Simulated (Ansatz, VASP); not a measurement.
MgS: VASP beside Ansatz

```xyz
2
Lattice="0.0000 2.5272 2.5272 2.5272 0.0000 2.5272 2.5272 2.5272 0.0000" Properties=species:S:1:pos:R:3 pbc="T T T"
Mg    0.0000    0.0000    0.0000
S     2.5272    2.5272    2.5272
```

Alike in both runs: task single point; functional BLYP; dispersion D3(BJ); k mesh 8 × 8 × 8; occupations gaussian, width 0.05 eV; no spin polarisation.

|  | VASP | Ansatz |
| --- | --- | --- |
| version | VASP 6.6.1 | Ansatz 0.2.0 |
| potentials or method | VASP PAW PBE potentials, release 64 (Mg, S), cutoff 600 eV | scalar-relativistic, plane waves, PAW |
| valence electrons in the cell | 8 | 16 |

```tsv
	VASP	Ansatz	Ansatz less VASP
gap on the k mesh at the Fermi level (eV)	3.04	3.04	0.000
least direct gap on the mesh (eV)	4.63	4.62	-0.013
pressure (GPa)	3.5	3.7	+0.21
```

VASP's potentials were made for PBE, not for BLYP. VASP's potentials hold 8 valence electrons a cell and Ansatz's 16, so a difference there can come from the potentials and not from the codes.
